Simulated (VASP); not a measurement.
# TePb (F-43m) in VASP: settings compared, part 2 of 2

VASP 6.6.1. Earlier steps stand in the parts before.

## 3. Vibrations by perturbation theory, PBEsol

This run uses another cell than the first one, of 46.78 Å³/atom, 0.969 times its volume.

Input file INCAR:

```
SYSTEM = TePb
ALGO     = Normal         ! electronic algorithm
EDIFF    = 1E-8           ! SCF threshold, eV
ENCUT    = 500            ! plane-wave cutoff, eV
GGA      = PS             ! functional
GGA_COMPAT= .FALSE.      
IBRION   = 8              ! ionic algorithm
ISIF     = 2              ! what is computed and relaxed
ISMEAR   = 0              ! smearing method
LASPH    = .TRUE.         ! aspherical terms in the spheres
LCHARG   = .FALSE.        ! write CHGCAR
LEPSILON = .TRUE.         ! dielectric tensor by DFPT
LREAL    = .FALSE.        ! projectors in reciprocal space
LWAVE    = .FALSE.        ! write WAVECAR
NELM     = 120            ! most SCF steps
NSW      = 1              ! ionic steps
PREC     = Accurate       ! precision mode
SIGMA    = 0.01           ! smearing width, eV
```

Input file KPOINTS:

```
k-points
0
G
  6 6 6
  0 0 0
```

Input file POSCAR:

```
TePb
1.0
    0.0000000000      3.6032762771      3.6032762771
    3.6032762771      0.0000000000      3.6032762771
    3.6032762771      3.6032762771      0.0000000000
Pb Te
1 1
Direct
    0.0000000000      0.0000000000      0.0000000000
    0.2500000000      0.2500000000      0.2500000000
```

Potentials or basis: VASP PAW PBE potentials, release 64 (Pb_d, Te).

Launch:

```console
> cat potpaw_PBE.64/Pb_d/POTCAR potpaw_PBE.64/Te/POTCAR > POTCAR
> mpirun -np 1 vasp_std > vasp.out
```

OUTCAR:

```text
SYSTEM = TePb
   EDIFF = 1E-8
   ENCUT = 500
   GGA = PS
   IBRION = 8
   ISIF = 2
   ISMEAR = 0
   LASPH = .TRUE.
   LEPSILON = .TRUE.
   LREAL = .FALSE.
   NELM = 120
   NSW = 1
   PREC = Accurate

 ion  position               nearest neighbor table
   1  0.000  0.000  0.000-   2 3.12   2 3.12   2 3.12   2 3.12
   2  0.250  0.250  0.250-   1 3.12   1 3.12   1 3.12   1 3.12

  LATTYP: Found a face centered cubic cell.
 ALAT       =     7.2065525542

  Lattice vectors:

 A1 = (   0.0000000000,   3.6032762771,   3.6032762771)
 A2 = (   3.6032762771,   0.0000000000,   3.6032762771)
 A3 = (   3.6032762771,   3.6032762771,   0.0000000000)

Analysis of symmetry for initial positions (statically):
=====================================================================
 Subroutine PRICEL returns:
 Original cell was already a primitive cell.

 Routine SETGRP: Setting up the symmetry group for a
 face centered cubic supercell.

 Subroutine GETGRP returns: Found 24 space group operations
 (whereof 24 operations were pure point group operations)
 out of a pool of 48 trial point group operations.

The static configuration has the point symmetry T_d .

Analysis of symmetry for dynamics (positions and initial velocities):
=====================================================================
 Subroutine PRICEL returns:
 Original cell was already a primitive cell.

 Routine SETGRP: Setting up the symmetry group for a
 face centered cubic supercell.
[... 520 lines left out ...]

 PIEZOELECTRIC TENSOR (including local field effects)  for field in x, y, z        (C/m^2)
          XX          YY          ZZ          XY          YZ          ZX
  --------------------------------------------------------------------------------
  x     0.00000    -0.00000    -0.00000     0.00000    -0.84962    -0.00000
  y    -0.00000     0.00000     0.00000    -0.00000     0.00000    -0.84962
  z    -0.00000    -0.00000     0.00000    -0.84962    -0.00000     0.00000

 BORN EFFECTIVE CHARGES (including local field effects) (in |e|, cummulative output)
 ---------------------------------------------------------------------------------
 ion    1
    1     2.01607     0.00000     0.00000
    2     0.00000     2.01607     0.00000
    3     0.00000     0.00000     2.01607
 ion    2
    1    -2.01607     0.00000     0.00000
    2     0.00000    -2.01607     0.00000
    3    -0.00000    -0.00000    -2.01607

 INTERNAL STRAIN TENSOR FOR ION    2 for displacements in x,y,z  (eV/Angst):
          X           Y           Z          XY          YZ          ZX
  --------------------------------------------------------------------------------
  x    -0.00000     0.00000     0.00000     0.00000    -4.95063     0.00000
  y     0.00000    -0.00000     0.00000     0.00000     0.00000    -4.95063
  z     0.00000     0.00000    -0.00000    -4.95063     0.00000     0.00000

 SECOND DERIVATIVES (NOT SYMMETRIZED)
 ------------------------------------
               1X          1Y          1Z          2X          2Y          2Z
  1X    -3.260733    0.000000    0.000000    3.260733    0.000000    0.000000
  1Y     0.000000   -3.260733    0.000000    0.000000    3.260733    0.000000
  1Z     0.000000    0.000000   -3.260733    0.000000    0.000000    3.260733
  2X     3.245946    0.000000    0.000000   -3.245946    0.000000    0.000000
  2Y     0.000000    3.245946    0.000000    0.000000   -3.245946    0.000000
  2Z     0.000000    0.000000    3.245946    0.000000    0.000000   -3.245946

 Eigenvectors and eigenvalues of the dynamical matrix
 ----------------------------------------------------

   1 f  =    3.172275 THz    19.931992 2PiTHz  105.815707 cm-1    13.119470 meV
             X         Y         Z           dx          dy          dz
      0.000000  0.000000  0.000000     0.001935    0.008261   -0.618162
      1.801638  1.801638  1.801638    -0.002460   -0.010503    0.785931
[... 21 lines left out ...]
   6 f/i=    0.003503 THz     0.022011 2PiTHz    0.116855 cm-1     0.014488 meV
             X         Y         Z           dx          dy          dz
      0.000000  0.000000  0.000000    -0.312473    0.717116   -0.076872
      1.801638  1.801638  1.801638    -0.245771    0.564036   -0.060463

--------------------------------------------------------------------------------------------------------

 MACROSCOPIC STATIC DIELECTRIC TENSOR IONIC CONTRIBUTION
 ------------------------------------------------------
           2.416152     0.000000    -0.000000
           0.000000     2.416152    -0.000000
          -0.000000    -0.000000     2.416152
 ------------------------------------------------------

 ELASTIC MODULI CONTR FROM IONIC RELAXATION (kBar)
 Direction    XX          YY          ZZ          XY          YZ          ZX
 --------------------------------------------------------------------------------
 XX          -0.0000      0.0000      0.0000      0.0000     -0.0000      0.0000
 YY           0.0000     -0.0000      0.0000      0.0000      0.0000     -0.0000
 ZZ           0.0000      0.0000     -0.0000     -0.0000      0.0000      0.0000
 XY           0.0000      0.0000     -0.0000   -132.4353      0.0000      0.0000
 YZ          -0.0000      0.0000      0.0000      0.0000   -132.4353     -0.0000
 ZX           0.0000     -0.0000      0.0000      0.0000     -0.0000   -132.4353
 --------------------------------------------------------------------------------

 PIEZOELECTRIC TENSOR IONIC CONTR  for field in x, y, z        (C/m^2)
          XX          YY          ZZ          XY          YZ          ZX
  --------------------------------------------------------------------------------
  x     0.00000    -0.00000    -0.00000    -0.00000     0.53228     0.00000
  y    -0.00000     0.00000    -0.00000    -0.00000     0.00000     0.53228
  z    -0.00000    -0.00000     0.00000     0.53228    -0.00000    -0.00000
```

OSZICAR:

```text
N       E                     dE             d eps       ncg     rms          rms(c)
DAV:   1     0.152305878523E+03    0.15231E+03   -0.85129E+03   448   0.121E+03
DAV:   2     0.451567501474E+01   -0.14779E+03   -0.14546E+03   484   0.311E+02
DAV:   3    -0.755730731683E+01   -0.12073E+02   -0.12007E+02   580   0.100E+02
DAV:   4    -0.787927802595E+01   -0.32197E+00   -0.32190E+00   522   0.223E+01
[... 230 lines left out ...]
RMM:   9    -0.509406877390E-01   -0.37351E-06   -0.21670E-08  2419   0.525E-04    0.177E-04
RMM:  10    -0.509405801584E-01    0.10758E-06    0.90902E-09  2094   0.238E-04    0.411E-05
RMM:  11    -0.509406526046E-01   -0.72446E-07   -0.10374E-08  2224   0.118E-04    0.174E-05
RMM:  12    -0.509406619963E-01   -0.93918E-08   -0.74051E-09  2387   0.645E-05    0.304E-06
 Linear response finished
```

stdout:

```text
POSCAR found type information on POSCAR PbTe
 POSCAR found :  2 types and       2 ions
 scaLAPACK will be used
 -----------------------------------------------------------------------------
|                                                                             |
|                                                                             |
|     You enforced a specific xc type in the INCAR file but a different       |
[... 39 lines left out ...]
 force on displaced ion       1 direction 1 :  -3.261  -0.000  -0.000
 Born effective charge ion    1 direction 1 :   2.004   0.000   0.000
 Linear response progress:
 first order change of Fermi-energy  -0.31516E-03
 force on displaced ion       2 direction 1 :  -3.246  -0.000  -0.000
 Born effective charge ion    2 direction 1 :  -2.019   0.000   0.000
 Born effective charges drift removed
 Linear response finished
```

Wall time 13 min (1 thread of Intel Xeon 6975P-C, shared host); peak memory 0.39 GiB.

Results:

```yaml
Electronic_dielectric_tensor_diagonal: 9.70
Born_charges_mean_of_the_diagonal: Pb +2.02; Te -2.02 e
Highest_phonon_frequency_at_Γ_LO-TO_splitting_left_out: 106 cm⁻¹
```

Phonon frequencies in cm⁻¹ (negative: imaginary):
```
              q point        frequencies
(0.000, 0.000, 0.000)  0 0 0 106 106 106
```

Electronic dielectric tensor:
```
9.70 0.00 0.00
0.00 9.70 0.00
0.00 0.00 9.70
```

Born effective charge tensors (e):
atom 1, Pb
```
2.02 0.00 0.00
0.00 2.02 0.00
0.00 0.00 2.02
```
atom 2, Te
```
-2.02  0.00  0.00
 0.00 -2.02  0.00
 0.00  0.00 -2.02
```

Caveat: the PAW data sets were made with another functional, which shifts forces and pressure a little; spin-orbit coupling is left out, which moves the levels of the heavy elements.
